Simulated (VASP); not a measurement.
# Ta (P6/mmm) in VASP: a series of runs

The runs below take Ta through single point, with PBE.

All numbers are computed with VASP 6.6.1; they aren't measurements. Logs are shortened: lines on timing, memory, paths and dates and some standing lists are left out, and cuts for length are marked.

## Step 1: The cell of the first run

The structure is hexagonal, space group P6/mmm (No. 191). Conventional cell: a = 4.864 Å, b = 4.864 Å, c = 2.731 Å, α = 90.00°, β = 90.00°, γ = 120.00°. Within 3.6 Å of Ta (site symmetry 6/mmm) lie 14 Ta at 2.73 to 3.12 Å. Within 3.6 Å of Ta (site symmetry -6m2) lie 11 Ta at 2.73 to 3.12 Å.

This isn't the form of Ta at room conditions, which is bcc.

## Step 2: Single point, PBE

The input, INCAR:

```
PREC = Accurate
ENCUT = 520
EDIFF = 1E-6
ISMEAR = -1
SIGMA = 0.1
LREAL = F
LASPH = T
NELM = 80
ALGO = Normal
ISIF = 2
LWAVE = F
LCHARG = T
GGA = PE
LELF = T
LVHAR = T
NBANDS = 24
```

The input, KPOINTS:

```
regular mesh
0
Gamma
  8 8 11
```

The input, POSCAR:

```
Ta
1.0
    4.8638282410      0.0000000000      0.0000000000
   -2.4319141205      4.2121988164      0.0000000000
    0.0000000000      0.0000000000      2.7308082342
Ta
3
Direct
    1.0000000000      1.0000000000      0.0000000000
    0.3333333333      0.6666666667      0.5000000000
    0.6666666667      0.3333333333      0.5000000000
```

Potentials or basis: VASP PAW PBE potentials, release 64 (Ta_pv).

On the command line:

```bash
cat potpaw_PBE.64/Ta_pv/POTCAR > POTCAR
mpirun -np 1 vasp_std > vasp.out
```

OUTCAR:

```text
PREC = Accurate
   ENCUT = 520
   EDIFF = 1E-6
   ISMEAR = -1
   LREAL = F
   LASPH = T
   NELM = 80
   ISIF = 2
   GGA = PE

 ion  position               nearest neighbor table
   1  0.000  0.000  0.000-   2 3.12   3 3.12   2 3.12   3 3.12   3 3.12   3 3.12   2 3.12   2 3.12
                             3 3.12   3 3.12   2 3.12   2 3.12
   2  0.333  0.667  0.500-   3 2.81   3 2.81   3 2.81   1 3.12   1 3.12   1 3.12   1 3.12   1 3.12
                             1 3.12
   3  0.667  0.333  0.500-   2 2.81   2 2.81   2 2.81   1 3.12   1 3.12   1 3.12   1 3.12   1 3.12
                             1 3.12

  LATTYP: Found a hexagonal cell.
 ALAT       =     4.8638282410
 C/A-ratio  =     0.5614524401

  Lattice vectors:

 A1 = (   4.8638282410,   0.0000000000,   0.0000000000)
 A2 = (  -2.4319141205,   4.2121988164,   0.0000000000)
 A3 = (   0.0000000000,   0.0000000000,   2.7308082342)

Analysis of symmetry for initial positions (statically):
=====================================================================
 Subroutine PRICEL returns:
 Original cell was already a primitive cell.

 Routine SETGRP: Setting up the symmetry group for a
 hexagonal supercell.

 Subroutine GETGRP returns: Found 24 space group operations
 (whereof 24 operations were pure point group operations)
 out of a pool of 24 trial point group operations.

The static configuration has the point symmetry D_6h.

Analysis of symmetry for dynamics (positions and initial velocities):
=====================================================================
 Subroutine PRICEL returns:
 Original cell was already a primitive cell.

 Routine SETGRP: Setting up the symmetry group for a
 hexagonal supercell.

 Subroutine GETGRP returns: Found 24 space group operations
 (whereof 24 operations were pure point group operations)
 out of a pool of 24 trial point group operations.

The dynamic configuration has the point symmetry D_6h.

 Subroutine INISYM returns: Found 24 space group operations
 (whereof 24 operations are pure point group operations),
 and found     1 'primitive' translations

----------------------------------------------------------------------------------------

                                     Primitive cell

  volume of cell :      55.9472

  direct lattice vectors                    reciprocal lattice vectors
     4.863828241  0.000000000  0.000000000     0.205599365  0.118702849  0.000000000
    -2.431914121  4.212198816  0.000000000     0.000000000  0.237405698  0.000000000
     0.000000000  0.000000000  2.730808234     0.000000000  0.000000000  0.366191953

  length of vectors
     4.863828241  4.863828241  2.730808234     0.237405698  0.237405698  0.366191953

  position of ions in fractional coordinates (direct lattice)
     0.000000000  0.000000000  0.000000000
     0.333333333  0.666666667  0.500000000
     0.666666667  0.333333333  0.500000000

  ion indices of the primitive-cell ions
   primitive index   ion index
                 1           1
                 2           2
                 3           3

----------------------------------------------------------------------------------------

 KPOINTS: regular mesh

Automatic generation of k-mesh.
 Grid dimensions read from file:
 generate k-points for:    8    8   11

 Generating k-lattice:

  Cartesian coordinates                     Fractional coordinates (reciprocal lattice)
     0.025699921  0.014837856  0.000000000     0.125000000  0.000000000  0.000000000
     0.000000000  0.029675712  0.000000000     0.000000000  0.125000000  0.000000000
     0.000000000  0.000000000  0.033290178     0.000000000  0.000000000  0.090909091

  Length of vectors
     0.029675712  0.029675712  0.033290178

  Shift w.r.t. Gamma in fractional coordinates (k-lattice)
     0.000000000  0.000000000  0.000000000

 Subroutine IBZKPT returns following result:
 ===========================================

 Found     60 irreducible k-points:

 Following reciprocal coordinates:
            Coordinates               Weight
  0.000000  0.000000  0.000000      1.000000
  0.125000 -0.000000  0.000000      6.000000
  0.250000 -0.000000  0.000000      6.000000
  0.375000 -0.000000  0.000000      6.000000
  0.500000 -0.000000  0.000000      3.000000
  0.125000  0.125000  0.000000      6.000000
[... 16 lines left out ...]
  0.250000 -0.000000  0.181818     12.000000
  0.375000 -0.000000  0.181818     12.000000
 [... further k-points ...]
   k-points           NKPTS =     60   k-points in BZ     NKDIM =     60   number of bands    NBANDS=     24
   number of dos      NEDOS =    301   number of ions     NIONS =      3
   total plane-waves  NPLWV =  25920
   dimension x,y,z NGX =    36 NGY =   36 NGZ =   20
   dimension x,y,z NGXF=    72 NGYF=   72 NGZF=   40
   ions per type =               3
   NGX,Y,Z   is equivalent  to a cutoff of  12.30, 12.30, 12.18 a.u.
   NGXF,Y,Z  is equivalent  to a cutoff of  24.61, 24.61, 24.35 a.u.
 SYSTEM =  unknown system
   PREC   = accura    normal or accurate (medium, high low for compatibility)
   ISTART =      0    job   : 0-new  1-cont  2-samecut
   ICHARG =      2    charge: 1-file 2-atom 10-const
   ISPIN  =      1    spin polarized calculation?
   LNONCOLLINEAR =      F non collinear calculations
   LSORBIT =      F    spin-orbit coupling
   LASPH  =      T    aspherical Exc in radial PAW
   ENCUT  =  520.0 eV  38.22 Ry    6.18 a.u.   9.04  9.04  5.08*2*pi/ulx,y,z
   NELM   =     80;   NELMIN=  2; NELMDL= -5     # of ELM steps
   EDIFF  = 0.1E-05   stopping-criterion for ELM
   LREAL  =      F    real-space projection
[... 7 lines left out ...]
   TEBEG  =    0.0;   TEEND  =   0.0 temperature during run
   PSTRESS=    0.0 pullay stress
   NELECT =      33.0000    total number of electrons
   NUPDOWN=      -1.0000    fix difference up-down
   EMIN   =  10.00;   EMAX   =-10.00  energy-range for DOS
   EFERMI =   0.00;   METHOD = LEGACY
   ISMEAR =    -1;   SIGMA  =   0.10  broadening in eV -4-tet -1-fermi 0-gaus
   EFERMI_NEDOS =   21; number of points for ismear=-14 and -15
   IALGO  =     38    algorithm
   IMIX   =      4    mixing-type and parameters
     AMIX     =   0.40;   BMIX     =  1.00
     AMIX_MAG =   1.60;   BMIX_MAG =  1.00
  volume/ion in A,a.u.               =      18.65       125.85
  Fermi-wavevector in a.u.,A,eV,Ry     =   1.372946  2.594491 25.646711  1.884980
  Thomas-Fermi vector in A             =   2.498507
   LORBIT       =      0    0 simple, 1 ext, 2 COOP (PROOUT), +10 PAW based schemes
   GGA     = PE    functional components
   LHFCALC =     F    Hartree Fock is set to
   AEXX    =    0.0000 exact exchange contribution
   IVDW    =     0    specifies the selected vdW correction
   LEPSILON=     F    determine dielectric tensor
   LRPA    =     F    only Hartree local field effects (RPA)
 non-spin polarized calculation
  energy-cutoff  :      520.00
  volume of cell :       55.95
 maximum number of plane-waves:      1522
   NGX = 19   NGY = 19   NGZ = 11

 number of electron      33.0000010 magnetization

 Free energy of the ion-electron system (eV)
  ---------------------------------------------------
  ext. energy  EPLUGINS =         0.00000000
  ---------------------------------------------------
  free energy    TOTEN  =       -34.80755893 eV

  energy without entropy =      -34.69835126  energy(sigma->0) =      -34.75295509

 E-fermi :   5.5078     XC(G=0): -12.4274

 val. band max:        5.5044941219   @ k =   0.2500   0.2500   0.3636
 cond. band min:       5.5314664734   @ k =   0.2500   0.1250   0.2727
 fundamental gap:      0.0269723516
 Fermi energy:         5.5077940001

 k-point     1 :       0.0000    0.0000    0.0000
  band No.  band energies     occupation
      1     -28.8545      2.00000
      2     -28.8545      2.00000
      3     -28.6624      2.00000
      4     -28.6624      2.00000
      5     -28.0700      2.00000
      6     -28.0700      2.00000
[... 16 lines left out ...]
     23       8.8247      0.00000
     24      11.9702      0.00000

 k-point     2 :       0.1250   -0.0000    0.0000
  band No.  band energies     occupation
      1     -28.9077      2.00000
      2     -28.8816      2.00000
      3     -28.5992      2.00000
      4     -28.5876      2.00000
      5     -28.1204      2.00000
      6     -28.0787      2.00000
[... 16 lines left out ...]
     23       9.4255      0.00000
     24      11.5864      0.00000

 k-point     3 :       0.2500   -0.0000    0.0000
  band No.  band energies     occupation
      1     -28.9867      2.00000
      2     -28.8812      2.00000
      3     -28.4917      2.00000
      4     -28.4622      2.00000
      5     -28.2525      2.00000
      6     -28.1042      2.00000
[... 16 lines left out ...]
     23      10.1552      0.00000
     24      10.7204      0.00000

 k-point     4 :       0.3750   -0.0000    0.0000
  band No.  band energies     occupation
      1     -29.0424      2.00000
      2     -28.8082      2.00000
      3     -28.4693      2.00000
      4     -28.3957      2.00000
      5     -28.3241      2.00000
      6     -28.1413      2.00000
[... 16 lines left out ...]
     23      10.5418      0.00000
     24      10.7763      0.00000

 k-point     5 :       0.5000   -0.0000    0.0000
  band No.  band energies     occupation
      1     -29.0621      2.00000
      2     -28.7054      2.00000
      3     -28.6047      2.00000
      4     -28.3511      2.00000
      5     -28.2937      2.00000
      6     -28.1650      2.00000
[... 451 lines left out ...]
 k-point    22 :       0.1250   -0.0000    0.1818
  band No.  band energies     occupation
      1     -28.8497      2.00000
      2     -28.8252      2.00000
      3     -28.5425      2.00000
      4     -28.5398      2.00000
      5     -28.3162      2.00000
      6     -28.1931      2.00000
[... 16 lines left out ...]
     23       9.1111      0.00000
     24      10.5917      0.00000

 k-point    23 :       0.2500   -0.0000    0.1818
  band No.  band energies     occupation
      1     -28.9159      2.00000
      2     -28.8222      2.00000
      3     -28.4581      2.00000
      4     -28.4559      2.00000
      5     -28.2825      2.00000
      6     -28.2751      2.00000
[... 16 lines left out ...]
     23       9.5915      0.00000
     24       9.8057      0.00000

 k-point    24 :       0.3750   -0.0000    0.1818
  band No.  band energies     occupation
      1     -28.9645      2.00000
      2     -28.7641      2.00000
      3     -28.4859      2.00000
      4     -28.3804      2.00000
      5     -28.3209      2.00000
      6     -28.2275      2.00000
[... 16 lines left out ...]
     23       9.7527      0.00000
     24       9.8423      0.00000

 [... further k-points ...]

------------------------ aborting loop because EDIFF is reached ----------------------------------------

  FORCE on cell =-STRESS in cart. coord.  units (eV):
  Direction    XX          YY          ZZ          XY          YZ          ZX
  --------------------------------------------------------------------------------------
  -------------------------------------------------------------------------------------
  Total        0.0301269      0.0301269      0.0566362      0.0000000      0.0000000      0.0000000
  in kB        0.8627543      0.8627543      1.6219082      0.0000000      0.0000000      0.0000000
  external PRESSURE =       1.1158056 kB  Pullay stress =       0.0000000 kB

 VOLUME and BASIS-vectors are now :
 -----------------------------------------------------------------------------
  energy-cutoff  :      520.00
  volume of cell :       55.95
      direct lattice vectors                 reciprocal lattice vectors
     4.863828241  0.000000000  0.000000000     0.205599365  0.118702849  0.000000000
    -2.431914121  4.212198816  0.000000000     0.000000000  0.237405698  0.000000000
     0.000000000  0.000000000  2.730808234     0.000000000  0.000000000  0.366191953

 POSITION                                       TOTAL-FORCE (eV/Angst)
 -----------------------------------------------------------------------------------
      0.00000      0.00000      0.00000        -0.000000      0.000000      0.000000
     -0.00000      2.80813      1.36540         0.000000      0.000000     -0.000000
      2.43191      1.40407      1.36540        -0.000000      0.000000      0.000000
 -----------------------------------------------------------------------------------
    total drift:                                0.000000      0.000000     -0.000000

  FREE ENERGIE OF THE ION-ELECTRON SYSTEM (eV)
  ---------------------------------------------------
  free  energy   TOTEN  =       -34.8075589285 eV

  energy  without entropy=      -34.6983512587  energy(sigma->0) =      -34.75295509
```

Run time: 58 s. Hardware: 1 thread of Intel Xeon Platinum 8259CL at 2.50GHz (Skylake/Cascade Lake), shared host; peak memory 0.2 GiB.

Results:

```yaml
Free_energy: -34.8076 eV
Pressure: 0.1 GPa
Band_gap_on_the_k_mesh: zero (an odd number of electrons rules out a gap without spin polarisation)
```

Caveat: spin-orbit coupling is left out, which moves the levels of the heavy elements.

## Step 3: Single point, PBE (16.41 Å³/atom)

This run uses another cell than the first one, of 16.41 Å³/atom.

The input, INCAR:

```
  PREC = Accurate
  ENCUT = 520
  EDIFF = 1E-7
  ISMEAR = -1
  SIGMA = 0.1
  LREAL = False
  LASPH = True
  NELM = 100
  ALGO = Normal
  ISIF = 2
  LWAVE = False
  LCHARG = True
  GGA = PE
  LELF = True
  LVHAR = True
  NBANDS = 24
```

The input, KPOINTS:

```
Automatic mesh
0
Gamma
  9 9 13
```

The input, POSCAR:

```
Ta
1.0
    4.6609286431      0.0000000000      0.0000000000
   -2.3304643215      4.0364826102      0.0000000000
    0.0000000000      0.0000000000      2.6168897598
Ta
3
Direct
    1.0000000000      1.0000000000      0.0000000000
    0.3333333333      0.6666666667      0.5000000000
    0.6666666667      0.3333333333      0.5000000000
```

Potentials or basis: VASP PAW PBE potentials, release 64 (Ta_pv).

On the command line:

```bash
cat potpaw_PBE.64/Ta_pv/POTCAR > POTCAR
mpirun -np 1 vasp_std > vasp.out
```

Wall time 83 s (1 thread of Intel Xeon Platinum 8259CL at 2.50GHz (Skylake/Cascade Lake), shared host); peak memory 0.21 GiB.

Results (log left out):

* Free energy: -34.2391 eV
* Pressure: 30.3 GPa
* Band gap on the k mesh: zero (an odd number of electrons rules out a gap without spin polarisation)

Stress tensor (GPa, compression positive):
```
29.36  0.00  0.00
 0.00 29.36  0.00
 0.00  0.00 32.26
```

Levels at points of the mesh, in eV from the Fermi level:
| k point | band 15 | band 16 | band 17 | band 18 | band 19 | band 20 |
| --- | --- | --- | --- | --- | --- | --- |
| (0.00, 0.00, 0.00) | -1.48 | -1.48 | -0.82 | 1.04 | 1.04 | 3.65 |

Caveat: the cell stands under pressure; spin-orbit coupling is left out, which moves the levels of the heavy elements.

(Part 1 of 2 ends here.)
